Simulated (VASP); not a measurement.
# Be5Te (P31m) in VASP: further runs

Be5Te is run at these levels: PBE; tasks: single point, relaxation of cell and atoms.

All numbers are computed with VASP 6.6.1; they aren't measurements. Logs are shortened: lines on timing, memory, paths and dates and some standing lists are left out, and cuts for length are marked.

### 1 The cell of the first run

The structure is trigonal, space group P31m (No. 157). Conventional cell: a = 3.765 Å, b = 3.765 Å, c = 6.665 Å, α = 90.00°, β = 90.00°, γ = 120.00°. Within 2.9 Å of Be (site symmetry m) lie 8 Be at 2.17 to 2.28 Å. Within 2.9 Å of Be (site symmetry 3) lie 6 Be at 2.17 to 2.28 Å and 3 Te at 2.63 Å. Te (site symmetry 3m) has 6 Be at 2.63 Å within 3.5 Å.

### 2 Single point, PBE

File INCAR:

```
SYSTEM = Be5Te
ALGO = Normal
EDIFF = 1E-6
ENCUT = 520
GGA = PE
ISIF = 2
ISMEAR = 0
LASPH = .True.
LCHARG = .False.
LREAL = .False.
LWAVE = .False.
NBANDS = 17
NELM = 100
PREC = Accurate
SIGMA = 0.2
```

File KPOINTS:

```
k-points
0
Gamma
  4 4 4
  0 0 0
```

File POSCAR:

```
Be5Te
1.0
    3.7649582754      0.0000000025      0.0000000000
   -1.8824791399      3.2605495095      0.0000000000
    0.0000000000      0.0000000000      6.6647292277
Be Te
5 1
Direct
    0.3328765479      0.0000000000      0.7299019095
    0.0000000000      0.3328765479      0.7299019095
    0.6671234521      0.6671234521      0.7299019095
    0.3333333333      0.6666666667      0.4442920536
    0.6666666667      0.3333333333      0.4442920536
    0.0000000000      0.0000000000      0.2210645442
```

Potentials or basis: VASP PAW PBE potentials, release 64 (Be, Te).

On the command line:

```bash
cat potpaw_PBE.64/Be/POTCAR potpaw_PBE.64/Te/POTCAR > POTCAR
mpirun -np 1 vasp_std > vasp.out
```

OUTCAR:

```text
SYSTEM = Be5Te
   EDIFF = 1E-6
   ENCUT = 520
   GGA = PE
   ISIF = 2
   ISMEAR = 0
   LASPH = .True.
   LREAL = .False.
   NELM = 100
   PREC = Accurate

 ion  position               nearest neighbor table
   1  0.333  0.000  0.730-   3 2.17   2 2.17   2 2.18   3 2.18   3 2.18   2 2.18   4 2.28   5 2.28

   2  0.000  0.333  0.730-   1 2.17   3 2.17   1 2.18   3 2.18   3 2.18   1 2.18   5 2.28   4 2.28

   3  0.667  0.667  0.730-   1 2.17   2 2.17   2 2.18   1 2.18   2 2.18   1 2.18   4 2.28   5 2.28

   4  0.333  0.667  0.444-   5 2.17   5 2.17   5 2.17   1 2.28   2 2.28   3 2.28   6 2.63   6 2.63
                             6 2.63
   5  0.667  0.333  0.444-   4 2.17   4 2.17   4 2.17   2 2.28   1 2.28   3 2.28   6 2.63   6 2.63
                             6 2.63
   6  0.000  0.000  0.221-   4 2.63   5 2.63   5 2.63   4 2.63   5 2.63   4 2.63

  LATTYP: Found a hexagonal cell.
 ALAT       =     3.7649582754
 C/A-ratio  =     1.7702000235

  Lattice vectors:

 A1 = (   3.7649582754,   0.0000000025,   0.0000000000)
 A2 = (  -1.8824791399,   3.2605495095,   0.0000000000)
 A3 = (   0.0000000000,   0.0000000000,   6.6647292277)

Analysis of symmetry for initial positions (statically):
=====================================================================
 Subroutine PRICEL returns:
 Original cell was already a primitive cell.

 Routine SETGRP: Setting up the symmetry group for a
 hexagonal supercell.

 Subroutine GETGRP returns: Found  6 space group operations
 (whereof  6 operations were pure point group operations)
 out of a pool of 24 trial point group operations.

The static configuration has the point symmetry C_3v.

Analysis of symmetry for dynamics (positions and initial velocities):
=====================================================================
 Subroutine PRICEL returns:
 Original cell was already a primitive cell.

 Routine SETGRP: Setting up the symmetry group for a
 hexagonal supercell.

 Subroutine GETGRP returns: Found  6 space group operations
 (whereof  6 operations were pure point group operations)
 out of a pool of 24 trial point group operations.

The dynamic configuration has the point symmetry C_3v.

 Subroutine INISYM returns: Found  6 space group operations
 (whereof  6 operations are pure point group operations),
 and found     1 'primitive' translations

----------------------------------------------------------------------------------------

                                     Primitive cell

  volume of cell :      81.8151

  direct lattice vectors                    reciprocal lattice vectors
     3.764958275  0.000000003  0.000000000     0.265607193  0.153348385  0.000000000
    -1.882479140  3.260549510  0.000000000    -0.000000000  0.306696769  0.000000000
     0.000000000  0.000000000  6.664729228     0.000000000  0.000000000  0.150043605

  length of vectors
     3.764958275  3.764958275  6.664729228     0.306696769  0.306696769  0.150043605

  position of ions in fractional coordinates (direct lattice)
     0.332876548  0.000000000  0.729901910
     1.000000000  0.332876548  0.729901910
     0.667123452  0.667123452  0.729901910
     0.333333333  0.666666667  0.444292054
     0.666666667  0.333333333  0.444292054
     0.000000000  0.000000000  0.221064544

  ion indices of the primitive-cell ions
   primitive index   ion index
                 1           1
                 2           2
                 3           3
                 4           4
                 5           5
                 6           6

----------------------------------------------------------------------------------------

 KPOINTS: k-points

Automatic generation of k-mesh.
 Grid dimensions read from file:
 generate k-points for:    4    4    4

 Generating k-lattice:

  Cartesian coordinates                     Fractional coordinates (reciprocal lattice)
     0.066401798  0.038337096  0.000000000     0.250000000 -0.000000000  0.000000000
    -0.000000000  0.076674192  0.000000000     0.000000000  0.250000000  0.000000000
     0.000000000  0.000000000  0.037510901     0.000000000  0.000000000  0.250000000

  Length of vectors
     0.076674192  0.076674192  0.037510901

  Shift w.r.t. Gamma in fractional coordinates (k-lattice)
     0.000000000  0.000000000  0.000000000

 Subroutine IBZKPT returns following result:
 ===========================================

 Found     13 irreducible k-points:

 Following reciprocal coordinates:
            Coordinates               Weight
  0.000000  0.000000  0.000000      1.000000
  0.250000  0.000000  0.000000      6.000000
  0.500000  0.000000  0.000000      3.000000
  0.250000  0.250000  0.000000      6.000000
  0.000000  0.000000  0.250000      2.000000
  0.250000  0.000000  0.250000     12.000000
  0.500000  0.000000  0.250000      6.000000
  0.250000  0.250000  0.250000      6.000000
 -0.250000  0.500000  0.250000      6.000000
  0.000000  0.000000  0.500000      1.000000
[... 116 lines left out ...]
      3      -0.0934      2.00000
      4      -0.0582      2.00000
      5       1.2328      2.00000
      6       2.2238      2.00000
[... 9 lines left out ...]
     16      12.6347      0.00000
     17      12.9116      0.00000

 k-point     5 :       0.0000    0.0000    0.2500
  band No.  band energies     occupation
      1      -8.0011      2.00000
      2      -2.9640      2.00000
      3       0.3546      2.00000
      4       3.8044      2.00000
      5       4.4675      2.00000
      6       4.4675      2.00000
[... 9 lines left out ...]
     16      11.4350      0.00000
     17      11.4350      0.00000

 k-point     6 :       0.2500    0.0000    0.2500
  band No.  band energies     occupation
      1      -7.3805      2.00000
      2      -2.3392      2.00000
      3       0.5340      2.00000
      4       1.1057      2.00000
      5       2.6929      2.00000
      6       3.0565      2.00000
[... 9 lines left out ...]
     16      12.1544      0.00000
     17      12.7770      0.00000

 k-point     7 :       0.5000    0.0000    0.2500
  band No.  band energies     occupation
      1      -6.4357      2.00000
      2      -2.0287      2.00000
      3      -0.3654      2.00000
      4       0.0702      2.00000
      5       1.8806      2.00000
      6       2.2968      2.00000
[... 9 lines left out ...]
     16      14.1118      0.00000
     17      14.7614      0.00000

 k-point     8 :       0.2500    0.2500    0.2500
  band No.  band energies     occupation
      1      -6.4789      2.00000
      2      -1.5427      2.00000
      3      -0.3359      2.00000
      4      -0.0144      2.00000
      5       1.3512      2.00000
      6       2.0525      2.00000
[... 9 lines left out ...]
     16      12.5741      0.00000
     17      12.9286      0.00000

 k-point     9 :      -0.2500    0.5000    0.2500
  band No.  band energies     occupation
      1      -6.4794      2.00000
      2      -1.5418      2.00000
      3      -0.3354      2.00000
      4      -0.0109      2.00000
      5       1.4022      2.00000
      6       2.0359      2.00000
[... 9 lines left out ...]
     16      13.2877      0.00000
     17      13.2987      0.00000

 k-point    10 :       0.0000    0.0000    0.5000
  band No.  band energies     occupation
      1      -7.9913      2.00000
      2      -3.1524      2.00000
      3       1.6650      2.00000
      4       2.2282      2.00000
      5       4.4827      2.00000
      6       4.4827      2.00000
[... 9 lines left out ...]
     16      11.5372      0.00000
     17      13.0271      0.00000

 k-point    11 :       0.2500    0.0000    0.5000
  band No.  band energies     occupation
      1      -7.3713      2.00000
      2      -2.5121      2.00000
      3       0.6439      2.00000
      4       1.8984      2.00000
      5       2.7110      2.00000
      6       3.0172      2.00000
[... 9 lines left out ...]
     16      12.4136      0.00000
     17      12.7820      0.00000

 k-point    12 :       0.5000    0.0000    0.5000
  band No.  band energies     occupation
      1      -6.4293      2.00000
      2      -1.9733      2.00000
      3      -0.5769      2.00000
      4      -0.1136      2.00000
      5       1.9023      2.00000
      6       3.0522      2.00000
[... 9 lines left out ...]
     16      14.1241      0.00000
     17      15.2581      0.00000

 k-point    13 :       0.2500    0.2500    0.5000
  band No.  band energies     occupation
      1      -6.4722      2.00000
      2      -1.5602      2.00000
      3      -0.4865      2.00000
      4       0.0378      2.00000
      5       1.3221      2.00000
      6       1.8767      2.00000
[... 9 lines left out ...]
     16      12.6859      0.00000
     17      14.2266      0.00000

------------------------ aborting loop because EDIFF is reached ----------------------------------------

  FORCE on cell =-STRESS in cart. coord.  units (eV):
  Direction    XX          YY          ZZ          XY          YZ          ZX
  --------------------------------------------------------------------------------------
  -------------------------------------------------------------------------------------
  Total        0.0888758      0.0888758      0.3636410     -0.0000000     -0.0000000      0.0000000
  in kB        1.7404469      1.7404469      7.1211465     -0.0000000     -0.0000000      0.0000000
  external PRESSURE =       3.5340134 kB  Pullay stress =       0.0000000 kB

 VOLUME and BASIS-vectors are now :
 -----------------------------------------------------------------------------
  energy-cutoff  :      520.00
  volume of cell :       81.82
      direct lattice vectors                 reciprocal lattice vectors
     3.764958275  0.000000003  0.000000000     0.265607193  0.153348385  0.000000000
    -1.882479140  3.260549510  0.000000000    -0.000000000  0.306696769  0.000000000
     0.000000000  0.000000000  6.664729228     0.000000000  0.000000000  0.150043605

 POSITION                                       TOTAL-FORCE (eV/Angst)
 -----------------------------------------------------------------------------------
      1.25327      0.00000      4.86460        -0.012879     -0.000000      0.011661
     -0.62663      1.08536      4.86460         0.006439     -0.011153      0.011661
      1.25585      2.17519      4.86460         0.006439      0.011153      0.011661
     -0.00000      2.17370      2.96109        -0.000000     -0.000000     -0.022093
      1.88248      1.08685      2.96109        -0.000000      0.000000     -0.022093
      0.00000      0.00000      1.47334        -0.000000      0.000000      0.009202
 -----------------------------------------------------------------------------------
    total drift:                               -0.000000     -0.000000      0.000243

  FREE ENERGIE OF THE ION-ELECTRON SYSTEM (eV)
  ---------------------------------------------------
  free  energy   TOTEN  =       -19.7315185798 eV

  energy  without entropy=      -19.7119688669  energy(sigma->0) =      -19.72174372
```

Run time: 9.9 s. Hardware: 1 thread of Intel Xeon 6975P-C (Granite Rapids), shared host; peak memory 0.18 GiB.

What came out:

* Free energy: -19.7315 eV
* Pressure: 0.4 GPa
* Largest force: 0.022 eV/Å
* Band gap on the k mesh: zero (band 8 reaches 5.44 eV, above the bottom of band 9 at 5.34 eV)

Forces in eV/Å, atoms in the order of the input:
```
Be  -0.013  0.000  0.012
Be   0.006 -0.011  0.012
Be   0.006  0.011  0.012
Be   0.000  0.000 -0.022
Be   0.000  0.000 -0.022
Te   0.000  0.000  0.009
```

Caveat: the k points lie up to 0.48 Å⁻¹ apart; spin-orbit coupling is left out, which moves the levels of the heavy elements.

### 3 Relaxation of cell and atoms, PBE

This run uses another cell than the first one, of 11.82 Å³/atom, 0.867 times its volume.

File INCAR:

```
PREC = Accurate ; ENCUT = 600
EDIFF = 1E-6 ; ISMEAR = 0
SIGMA = 0.2 ; LREAL = False
LASPH = True ; NELM = 100
ALGO = Normal ; ISIF = 3
LWAVE = False ; LCHARG = False
GGA = PE ; IBRION = 2
NSW = 36 ; EDIFFG = -0.08
```

File KPOINTS:

```
Automatic mesh
0
Gamma
  4 4 4
```

File POSCAR:

```
Be5Te
1.0
    4.3987135300      0.0000000000      0.0000000000
   -2.1993567700      3.8093976600      0.0000000000
    0.0000000000      0.0000000000      4.2310881100
Be Te
5 1
Direct
    0.2156108100      0.0000000000      0.7060759000
    0.0000000000      0.2156108100      0.7060759000
    0.7843891900      0.7843891900      0.7060759000
    0.3333333300      0.6666666700      0.4585208500
    0.6666666700      0.3333333300      0.4585208500
    0.0000000000      0.0000000000      0.2640849800
```

Potentials or basis: VASP PAW PBE potentials, release 64 (Be, Te).

On the command line:

```bash
cat potpaw_PBE.64/Be/POTCAR potpaw_PBE.64/Te/POTCAR > POTCAR
mpirun -np 1 vasp_std > vasp.out
```

Run time: 2.4 min. Hardware: 1 thread of Intel Xeon 6975P-C (Granite Rapids), shared host; peak memory 0.22 GiB.

It converged, with:

- Free energy: -19.7307 eV
- Relaxed volume: 13.85 Å³/atom
- Relaxed cell: a = 3.763 Å, b = 3.763 Å, c = 6.779 Å, α = 90.00°, β = 90.00°, γ = 120.00°
- Space group after relaxing (to 0.05 Å): P31m (No. 157)
- Energy gained by relaxing: 1333.4 meV/atom
- Ionic steps: 29
- Pressure after relaxing: 0.3 GPa
- Largest force after relaxing: 0.031 eV/Å
- Band gap on the k mesh: zero (band 8 reaches 5.27 eV, above the bottom of band 9 at 5.25 eV)

Forces on the atoms (eV/Å):
```
Be   0.005  0.000  0.018
Be  -0.003  0.005  0.018
Be  -0.003 -0.005  0.018
Be   0.000  0.000 -0.011
Be   0.000  0.000 -0.011
Te   0.000  0.000 -0.031
```

The path:
| step | energy change (eV) | largest force (eV/Å) | pressure (GPa) | volume (Å³) |
| --- | --- | --- | --- | --- |
| 1 | 0.0000 | 9.0860 | 37.92 | 70.90 |
| 2 | -4.9785 | 1.1162 | -8.95 | 103.38 |
| 3 | -5.1544 | 0.4298 | -1.99 | 89.53 |
| 4 | -5.1738 | 0.5848 | -5.35 | 94.76 |
| 5 | -5.1852 | 0.4831 | -4.43 | 93.14 |
| 6 | -5.8408 | 0.6407 | -4.10 | 88.83 |
| 7 | -7.2338 | 1.2861 | 2.32 | 74.67 |
| 8 | 8.8663 | 3.8761 | 154.94 | 43.98 |
| 9 | -7.1148 | 2.0868 | 4.40 | 73.27 |
| 10 | -7.4868 | 1.2268 | 3.18 | 73.04 |
| 11 | -7.5911 | 1.3494 | 3.61 | 72.78 |
| 12 | -7.3829 | 1.5796 | 5.74 | 72.00 |
| 13 | -7.6059 | 1.4119 | 3.92 | 72.65 |
| 14 | -7.6064 | 1.4583 | 4.09 | 72.58 |
| 15 | -7.7627 | 1.2312 | 1.27 | 75.01 |
| 16 | -7.8449 | 0.8120 | -2.13 | 78.62 |
| 17 | -7.9031 | 0.3852 | -0.83 | 77.77 |
| 18 | -7.9175 | 0.2315 | 0.26 | 77.16 |
| 19 | -7.9327 | 0.1485 | 0.34 | 77.33 |
| 20 | -7.9428 | 0.1833 | 0.55 | 77.60 |
| 21 | -7.9533 | 0.2064 | 0.09 | 78.42 |
| 22 | -7.9621 | 0.4003 | -1.03 | 80.78 |
| 23 | -7.9629 | 0.3579 | -0.80 | 80.26 |
| 24 | -7.9682 | 0.3475 | -0.66 | 80.43 |
| 25 | -7.9811 | 0.2993 | -0.20 | 80.95 |
| 26 | -7.9879 | 0.2612 | 0.89 | 81.96 |
| 27 | -7.9889 | 0.2336 | 0.58 | 81.69 |
| 28 | -7.9978 | 0.1080 | 0.40 | 82.47 |
| 29 | -8.0001 | 0.0311 | 0.27 | 83.13 |

Final structure:
```yaml
crystal:
  lattice:
    - [3.76291, 0.00000, 0.00000]
    - [-1.88145, 3.25877, 0.00000]
    - [0.00000, 0.00000, 6.77908]
  atoms:
    - { symbol: Be, position: [0.33258, 0.00000, 0.72690] }
    - { symbol: Be, position: [0.00000, 0.33258, 0.72690] }
    - { symbol: Be, position: [0.66742, 0.66742, 0.72690] }
    - { symbol: Be, position: [0.33333, 0.66667, 0.44579] }
    - { symbol: Be, position: [0.66667, 0.33333, 0.44579] }
    - { symbol: Te, position: [0.00000, 0.00000, 0.22707] }
```

Levels at points of the mesh, in eV from the Fermi level:
```csv
k point,band 4,band 5,band 6,band 7,band 8,band 9,band 10,band 11,band 12
"(0.00, 0.00, 0.00)",-1.07,-1.07,-0.81,-0.09,-0.09,1.13,1.80,2.49,2.49
"(0.50, 0.00, 0.00)",-5.27,-3.76,-3.66,-1.69,-1.47,0.83,1.42,2.06,4.81
"(0.00, 0.00, 0.50)",-3.24,-1.05,-1.05,-0.09,-0.09,1.12,1.92,2.32,2.32
"(0.50, 0.00, 0.50)",-5.59,-3.64,-2.51,-1.77,-0.28,-0.11,1.17,1.48,1.90
```

Caveat: the k points lie up to 0.48 Å⁻¹ apart in the final cell; the volume moved by over 15 % at a fixed basis, so the end points are rough; spin-orbit coupling is left out, which moves the levels of the heavy elements; the relaxation stopped at a loose force limit of 0.08 eV/Å, so its end isn't a converged minimum.

### 4 Single point, PBE

This run uses another cell than the first one, of 13.56 Å³/atom, 0.994 times its volume.

File INCAR:

```
SYSTEM = Be5Te
PREC     = Accurate       ! precision mode
ENCUT    = 520            ! plane-wave cutoff, eV
EDIFF    = 1E-7           ! SCF threshold, eV
ISMEAR   = 0              ! smearing method
SIGMA    = 0.1            ! smearing width, eV
LREAL    = .FALSE.        ! projectors in reciprocal space
LASPH    = .TRUE.         ! aspherical terms in the spheres
NELM     = 80             ! most SCF steps
ALGO     = Fast           ! electronic algorithm
ISIF     = 2              ! what is computed and relaxed
LWAVE    = .FALSE.        ! write WAVECAR
LCHARG   = .FALSE.        ! write CHGCAR
GGA      = PE             ! functional
NBANDS   = 17             ! bands
```

File KPOINTS:

```
Automatic mesh
0
G
  12 12 6
  0 0 0
```

File POSCAR:

```
Be5Te
1.0
    3.7574927851      0.0000000000      0.0000000000
   -1.8787463926      3.2540842065      0.0000000000
    0.0000000000      0.0000000000      6.6520520065
Be Te
5 1
Direct
    0.3365383793      0.0000000000      0.7317778549
    0.0000000000      0.3365383793      0.7317778549
    0.6634616207      0.6634616207      0.7317778549
    0.3333333333      0.6666666667      0.4446538876
    0.6666666667      0.3333333333      0.4446538876
    0.0000000000      0.0000000000      0.2147130400
```

On the command line:

```bash
cat potpaw_PBE.64/Be/POTCAR potpaw_PBE.64/Te/POTCAR > POTCAR
mpirun -np 1 vasp_std > vasp.out
```

Run time: 65 s. Hardware: 1 thread of Intel Xeon 6975P-C (Granite Rapids), shared host; peak memory 0.27 GiB.

The run converged. Its results:

- Free energy: -19.7984 eV
- Pressure: 0.1 GPa
- Largest force: 0.029 eV/Å
- Band gap on the k mesh: zero (band 8 reaches 6.12 eV, above the bottom of band 9 at 4.75 eV)

Forces in eV/Å, atoms in the order of the input:
```
Be  -0.002  0.000  0.005
Be   0.001 -0.002  0.005
Be   0.001  0.002  0.005
Be   0.000  0.000  0.007
Be   0.000  0.000  0.007
Te   0.000  0.000 -0.029
```

Levels at points of the mesh, in eV from the Fermi level:
| k point | band 4 | band 5 | band 6 | band 7 | band 8 | band 9 | band 10 | band 11 | band 12 | band 13 |
| --- | --- | --- | --- | --- | --- | --- | --- | --- | --- | --- |
| (0.00, 0.00, 0.00) | -1.05 | -1.05 | -0.71 | -0.12 | -0.12 | 0.94 | 1.82 | 2.42 | 2.42 | 2.92 |
| (0.50, 0.00, 0.00) | -5.32 | -4.06 | -3.64 | -1.76 | -1.75 | 0.81 | 1.28 | 2.04 | 4.30 | 4.59 |
| (0.00, 0.00, 0.50) | -3.43 | -1.01 | -1.01 | -0.11 | -0.11 | 0.93 | 1.97 | 2.19 | 2.19 | 2.98 |
| (0.50, 0.00, 0.50) | -5.74 | -3.60 | -2.57 | -1.82 | -0.36 | -0.35 | 1.13 | 1.37 | 1.63 | 5.47 |

Caveat: spin-orbit coupling is left out, which moves the levels of the heavy elements.

### 5 Overview

| task | cell | k mesh | cutoff (eV) | smearing | gap on the mesh (eV) | pressure (GPa) | largest force (eV/Å) |
| --- | --- | --- | --- | --- | --- | --- | --- |
| single point | a = 3.765, b = 3.765, c = 6.665 Å, angles 90.0, 90.0, 120.0°, 6 atoms | 4 × 4 × 4 | 520 | gaussian 0.2 eV | none | 0.4 | 0.02 |
| relaxation of cell and atoms | relaxed from a = 4.399, b = 4.399, c = 4.231 Å, angles 90.0, 90.0, 120.0°, 6 atoms | 4 × 4 × 4 | 600 | gaussian 0.2 eV | none | 0.3 | 0.03 |
| single point | a = 3.757, b = 3.757, c = 6.652 Å, angles 90.0, 90.0, 120.0°, 6 atoms | 12 × 12 × 6 | 520 | gaussian 0.1 eV | none | 0.1 | 0.03 |

Alike in all rows: level PBE; potentials or basis VASP PAW PBE potentials, release 64 (Be, Te); no spin polarisation.

Caveats: some runs use coarse meshes; spin-orbit coupling is left out, which moves the levels of the heavy elements; the volume moved by over 15 % at a fixed basis, so the end points are rough (some runs); the relaxation stopped at a loose force limit of 0.08 eV/Å, so its end isn't a converged minimum (some runs).

Total energies depend on the potentials used, so only differences within one code and one set of settings carry meaning.
